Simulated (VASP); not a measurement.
# TaN in VASP: notebook, part 3 of 3

VASP 6.6.1. Earlier steps stand in the parts before.

## 6. Single point, LDA

This run uses another cell than the first one, of 10.34 Å³/atom, 0.960 times its volume.

File INCAR:

```
ALGO     = Normal         # electronic algorithm
EDIFF    = 1E-6           # SCF threshold, eV
ENCUT    = 600            # plane-wave cutoff, eV
GGA_COMPAT= False        
ISIF     = 2              # what is computed and relaxed
ISMEAR   = -1             # smearing method
LASPH    = True           # aspherical terms in the spheres
LCHARG   = False          # write CHGCAR
LREAL    = False          # projectors in reciprocal space
LWAVE    = False          # write WAVECAR
NBANDS   = 16             # bands
NELM     = 120            # most SCF steps
PREC     = Accurate       # precision mode
SIGMA    = 0.05           # smearing width, eV
```

File KPOINTS:

```
k-points
0
Gamma
  10 10 9
```

File POSCAR:

```
TaN
1.0
    2.8982924298      0.0000000000      0.0000000000
   -1.4491462149      2.5099948717      0.0000000000
    0.0000000000      0.0000000000      2.8440357641
Ta N
1 1
Direct
    0.0000000000      0.0000000000      0.5000000000
    0.6666666667      0.3333333333      0.0000000000
```

Potentials or basis: VASP PAW LDA potentials, release 64 (Ta_sv_GW, N).

Run with:

```sh
cat potpaw_LDA.64/Ta_sv_GW/POTCAR potpaw_LDA.64/N/POTCAR > POTCAR
mpirun -np 1 vasp_std > vasp.out
```

OUTCAR:

```text
EDIFF = 1E-6
   ENCUT = 600
   ISIF = 2
   ISMEAR = -1
   LASPH = True
   LREAL = False
   NELM = 120
   PREC = Accurate

 ion  position               nearest neighbor table
   1  0.000  0.000  0.500-   2 2.20   2 2.20   2 2.20   2 2.20   2 2.20   2 2.20
   2  0.667  0.333  0.000-   1 2.20   1 2.20   1 2.20   1 2.20   1 2.20   1 2.20

  LATTYP: Found a hexagonal cell.
 ALAT       =     2.8982924298
 C/A-ratio  =     0.9812797821

  Lattice vectors:

 A1 = (   2.8982924298,   0.0000000000,   0.0000000000)
 A2 = (  -1.4491462149,   2.5099948717,   0.0000000000)
 A3 = (   0.0000000000,   0.0000000000,   2.8440357641)

Analysis of symmetry for initial positions (statically):
=====================================================================
 Subroutine PRICEL returns:
 Original cell was already a primitive cell.

 Routine SETGRP: Setting up the symmetry group for a
 hexagonal supercell.

 Subroutine GETGRP returns: Found 12 space group operations
 (whereof 12 operations were pure point group operations)
 out of a pool of 24 trial point group operations.

The static configuration has the point symmetry D_3h.

Analysis of symmetry for dynamics (positions and initial velocities):
=====================================================================
 Subroutine PRICEL returns:
 Original cell was already a primitive cell.

 Routine SETGRP: Setting up the symmetry group for a
 hexagonal supercell.

 Subroutine GETGRP returns: Found 12 space group operations
 (whereof 12 operations were pure point group operations)
 out of a pool of 24 trial point group operations.

The dynamic configuration has the point symmetry D_3h.

 Subroutine INISYM returns: Found 12 space group operations
 (whereof 12 operations are pure point group operations),
 and found     1 'primitive' translations

----------------------------------------------------------------------------------------

                                     Primitive cell

  volume of cell :      20.6895

  direct lattice vectors                    reciprocal lattice vectors
     2.898292430  0.000000000  0.000000000     0.345030746  0.199203594  0.000000000
    -1.449146215  2.509994872  0.000000000     0.000000000  0.398407189  0.000000000
     0.000000000  0.000000000  2.844035764     0.000000000  0.000000000  0.351613019

  length of vectors
     2.898292430  2.898292430  2.844035764     0.398407188  0.398407189  0.351613019

  position of ions in fractional coordinates (direct lattice)
     0.000000000  0.000000000  0.500000000
     0.666666667  0.333333333  0.000000000

  ion indices of the primitive-cell ions
   primitive index   ion index
                 1           1
                 2           2

----------------------------------------------------------------------------------------

 KPOINTS: k-points

Automatic generation of k-mesh.
 Grid dimensions read from file:
 generate k-points for:   10   10    9

 Generating k-lattice:

  Cartesian coordinates                     Fractional coordinates (reciprocal lattice)
     0.034503075  0.019920359  0.000000000     0.100000000  0.000000000  0.000000000
     0.000000000  0.039840719  0.000000000     0.000000000  0.100000000  0.000000000
     0.000000000  0.000000000  0.039068113     0.000000000  0.000000000  0.111111111

  Length of vectors
     0.039840719  0.039840719  0.039068113

  Shift w.r.t. Gamma in fractional coordinates (k-lattice)
     0.000000000  0.000000000  0.000000000

 Subroutine IBZKPT returns following result:
 ===========================================

 Found     70 irreducible k-points:

 Following reciprocal coordinates:
            Coordinates               Weight
  0.000000  0.000000  0.000000      1.000000
  0.100000  0.000000  0.000000      6.000000
  0.200000  0.000000  0.000000      6.000000
  0.300000  0.000000  0.000000      6.000000
  0.400000  0.000000  0.000000      6.000000
  0.500000  0.000000  0.000000      3.000000
[... 16 lines left out ...]
  0.300000  0.100000  0.111111     24.000000
  0.400000  0.100000  0.111111     24.000000
 [... further k-points ...]
   k-points           NKPTS =     70   k-points in BZ     NKDIM =     70   number of bands    NBANDS=     16
   number of dos      NEDOS =    301   number of ions     NIONS =      2
   total plane-waves  NPLWV =  13824
   dimension x,y,z NGX =    24 NGY =   24 NGZ =   24
   dimension x,y,z NGXF=    48 NGYF=   48 NGZF=   48
   ions per type =               1   1
   NGX,Y,Z   is equivalent  to a cutoff of  13.77, 13.77, 14.03 a.u.
   NGXF,Y,Z  is equivalent  to a cutoff of  27.53, 27.53, 28.06 a.u.
 SYSTEM =  unknown system
   PREC   = accura    normal or accurate (medium, high low for compatibility)
   ISTART =      0    job   : 0-new  1-cont  2-samecut
   ICHARG =      2    charge: 1-file 2-atom 10-const
   ISPIN  =      1    spin polarized calculation?
   LNONCOLLINEAR =      F non collinear calculations
   LSORBIT =      F    spin-orbit coupling
   LASPH  =      T    aspherical Exc in radial PAW
   ENCUT  =  600.0 eV  44.10 Ry    6.64 a.u.   5.79  5.79  5.68*2*pi/ulx,y,z
   NELM   =    120;   NELMIN=  2; NELMDL= -5     # of ELM steps
   EDIFF  = 0.1E-05   stopping-criterion for ELM
   LREAL  =      F    real-space projection
   EDIFFG = 0.1E-04   stopping-criterion for IOM
   NSW    =      0    number of steps for IOM
   IBRION =     -1    ionic relax: 0-MD 1-quasi-New 2-CG
   NFREE  =      0    steps in history (QN), initial steepest desc. (CG)
   ISIF   =      2    stress and relaxation
   ISYM   =      2    0-nonsym 1-usesym 2-fastsym
   POTIM  = 0.5000    time-step for ionic-motion
   TEBEG  =    0.0;   TEEND  =   0.0 temperature during run
   PSTRESS=    0.0 pullay stress
   NELECT =      18.0000    total number of electrons
   NUPDOWN=      -1.0000    fix difference up-down
   EMIN   =  10.00;   EMAX   =-10.00  energy-range for DOS
   EFERMI =   0.00;   METHOD = LEGACY
   ISMEAR =    -1;   SIGMA  =   0.05  broadening in eV -4-tet -1-fermi 0-gaus
   EFERMI_NEDOS =   21; number of points for ismear=-14 and -15
   IALGO  =     38    algorithm
   IMIX   =      4    mixing-type and parameters
     AMIX     =   0.40;   BMIX     =  1.00
     AMIX_MAG =   1.60;   BMIX_MAG =  1.00
  volume/ion in A,a.u.               =      10.34        69.81
  Fermi-wavevector in a.u.,A,eV,Ry     =   1.562844  2.953347 33.231977  2.442481
  Thomas-Fermi vector in A             =   2.665703
   LORBIT       =      0    0 simple, 1 ext, 2 COOP (PROOUT), +10 PAW based schemes
   GGA     = CA    functional components
   LHFCALC =     F    Hartree Fock is set to
   AEXX    =    0.0000 exact exchange contribution
   IVDW    =     0    specifies the selected vdW correction
   LEPSILON=     F    determine dielectric tensor
   LRPA    =     F    only Hartree local field effects (RPA)
 non-spin polarized calculation
  energy-cutoff  :      600.00
  volume of cell :       20.69
 maximum number of plane-waves:       701
 NGX is ok and might be reduce to    24
   NGX = 11   NGY = 11   NGZ = 11

 number of electron      18.0000001 magnetization

 Free energy of the ion-electron system (eV)
  ---------------------------------------------------
  ext. energy  EPLUGINS =         0.00000000
  ---------------------------------------------------
  free energy    TOTEN  =       -27.22440254 eV

  energy without entropy =      -27.22407940  energy(sigma->0) =      -27.22424097

 E-fermi :  12.7684     XC(G=0): -14.2124

 val. band max:       12.6309947135   @ k =   0.0000   0.0000   0.4444
 cond. band min:      12.9308983478   @ k =   0.0000   0.0000   0.3333
 fundamental gap:      0.2999036343
 Fermi energy:        12.7683940246

 k-point     1 :       0.0000    0.0000    0.0000
  band No.  band energies     occupation
      1     -55.2601      2.00000
      2     -21.7726      2.00000
      3     -21.4898      2.00000
      4     -21.4898      2.00000
      5      -5.0871      2.00000
      6       8.0099      2.00000
[... 8 lines left out ...]
     15      25.9974      0.00000
     16      29.2636      0.00000

 k-point     2 :       0.1000    0.0000    0.0000
  band No.  band energies     occupation
      1     -55.2512      2.00000
      2     -21.7565      2.00000
      3     -21.6161      2.00000
      4     -21.5165      2.00000
      5      -4.8636      2.00000
      6       7.4151      2.00000
[... 8 lines left out ...]
     15      25.9685      0.00000
     16      29.6833      0.00000
[... 387 lines left out ...]
      5      -3.0023      2.00000
      6       4.9721      2.00000
[... 8 lines left out ...]
     15      26.2135      0.00000
     16      28.8907      0.00000

 k-point    24 :       0.4000    0.1000    0.1111
  band No.  band energies     occupation
      1     -55.1587      2.00000
      2     -22.6193      2.00000
      3     -21.8175      2.00000
      4     -21.7178      2.00000
      5      -2.6000      2.00000
      6       4.5004      2.00000
[... 8 lines left out ...]
     15      25.1123      0.00000
     16      28.7433      0.00000

 [... further k-points ...]
[... 5 lines left out ...]
  --------------------------------------------------------------------------------------
  -------------------------------------------------------------------------------------
  Total        0.5760606      0.5760606      0.6171576      0.0000000      0.0000000     -0.0000000
  in kB       44.6096310     44.6096310     47.7921477      0.0000000      0.0000000     -0.0000000
  external PRESSURE =      45.6704699 kB  Pullay stress =       0.0000000 kB

 VOLUME and BASIS-vectors are now :
 -----------------------------------------------------------------------------
  energy-cutoff  :      600.00
  volume of cell :       20.69
      direct lattice vectors                 reciprocal lattice vectors
     2.898292430  0.000000000  0.000000000     0.345030746  0.199203594  0.000000000
    -1.449146215  2.509994872  0.000000000     0.000000000  0.398407189  0.000000000
     0.000000000  0.000000000  2.844035764     0.000000000  0.000000000  0.351613019

 POSITION                                       TOTAL-FORCE (eV/Angst)
 -----------------------------------------------------------------------------------
      0.00000      0.00000      1.42202        -0.000000      0.000000      0.000000
      1.44915      0.83666      0.00000         0.000000     -0.000000      0.000000
 -----------------------------------------------------------------------------------
    total drift:                               -0.000000      0.000000      0.000000

  FREE ENERGIE OF THE ION-ELECTRON SYSTEM (eV)
  ---------------------------------------------------
  free  energy   TOTEN  =       -27.2244025358 eV

  energy  without entropy=      -27.2240794006  energy(sigma->0) =      -27.22424097
```

It took 11 s on 1 thread of Intel Xeon Platinum 8375C at 2.90GHz (Ice Lake), shared host; peak memory 0.15 GiB.

Results:

| Quantity | Value |
| --- | --- |
| Free energy | -27.2244 eV |
| Pressure | 4.6 GPa |
| Band gap on the k mesh | zero (band 9 reaches 12.93 eV, above the bottom of band 10 at 12.63 eV) |

Stress tensor (GPa, compression positive):
```
4.46 0.00 0.00
0.00 4.46 0.00
0.00 0.00 4.78
```

Levels at points of the mesh, in eV from the Fermi level:
| k point | band 7 | band 8 | band 9 | band 10 | band 11 | band 12 |
| --- | --- | --- | --- | --- | --- | --- |
| (0.00, 0.00, 0.00) | -4.76 | -4.42 | -2.95 | 2.62 | 3.73 | 3.73 |
| (0.50, 0.00, 0.00) | -5.42 | -3.67 | -3.23 | 3.08 | 4.24 | 5.37 |

Caveat: spin-orbit coupling is left out, which moves the levels of the heavy elements.

## 7. Overview

| level | potentials or basis | cell | k mesh | cutoff (eV) | smearing | second run | gap on the mesh (eV) | pressure (GPa) | largest force (eV/Å) |
| --- | --- | --- | --- | --- | --- | --- | --- | --- | --- |
| PBE | VASP PAW PBE potentials, release 64 (Ta_pv, N) | a = 2.938, b = 2.938, c = 2.883 Å, angles 90.0, 90.0, 120.0°, 2 atoms | 6 × 6 × 5 | 520 | fermi-dirac 0.025 eV | - | none | 5.4 | 0.24 |
| PBE | VASP PAW PBE potentials, release 64 (Ta_pv, N) | a = 2.938, b = 2.938, c = 2.883 Å, angles 90.0, 90.0, 120.0°, 2 atoms | 6 × 6 × 5 | 520 | fermi-dirac 0.01 eV | - | none | 5.4 | 0.24 |
| LDA | VASP PAW LDA potentials, release 64 (Ta_pv, N) | a = 2.957, b = 2.957, c = 2.902 Å, angles 90.0, 90.0, 120.0°, 2 atoms | 10 × 10 × 9 | 520 | fermi-dirac 0.05 eV | - | none | -16.2 | - |
| LDA | VASP PAW LDA potentials, release 64 (Ta_pv, N) | a = 2.857, b = 2.857, c = 2.804 Å, angles 90.0, 90.0, 120.0°, 2 atoms | 11 × 11 × 9 | 520 | gaussian 0.05 eV | - | none | 24.2 | - |
| LDA | VASP PAW LDA potentials, release 64 (Ta_sv_GW, N) | a = 2.898, b = 2.898, c = 2.844 Å, angles 90.0, 90.0, 120.0°, 2 atoms | 10 × 10 × 9 | 600 | fermi-dirac 0.05 eV | valence_matched | none | 4.6 | - |

Alike in all rows: task single point; no spin polarisation.

Caveats: some runs use coarse meshes; spin-orbit coupling is left out, which moves the levels of the heavy elements.

Absolute energies hang on the potentials; compare differences alone.
